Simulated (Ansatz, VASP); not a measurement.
One calculation of SnC3, two programs

```
C Sn
1.0
     2.97889    0.00000    0.00000
     0.00000    2.97889    0.00000
     0.00000    0.00000    4.64352
C Sn
3 1
Direct
  0.50000 0.00000 0.82036
  0.50000 0.50000 0.00000
  0.00000 0.50000 0.17964
  0.00000 0.00000 0.50000
```

Alike in both runs: task single point; functional PBEsol; k mesh 6 × 6 × 4; no spin polarisation.

|  | VASP | Ansatz |
| --- | --- | --- |
| version | VASP 6.6.1 | Ansatz 0.2.0 |
| potentials or method | VASP PAW PBE potentials, release 64 (C, Sn_d) | plane waves |
| plane-wave cutoff (eV) | 520 | 420 |
| occupations | methfessel-paxton of order 1, width 0.001 eV | cold, width 0.001 eV |
| valence electrons in the cell | 26 | 26 |

VASP gave:

| Property | Result |
| --- | --- |
| gap on the k mesh at the Fermi level (eV) | 0.32 |
| pressure (GPa) | -3.0 |
| traceless stress, the component that is largest in VASP (GPa) | 0.18 |
| rms of the force components (eV/Å) | 0.127 |

Task: What did Ansatz give for the same quantities?

Result: gap on the k mesh at the Fermi level (eV): 0.32; pressure (GPa): -3.1; traceless stress, the component that is largest in VASP (GPa): 0.29; rms of the force components (eV/Å): 0.133.

VASP's potentials were made for PBE, not for PBEsol. Atom by atom the forces differ by 0.006 eV/Å (rms over components).
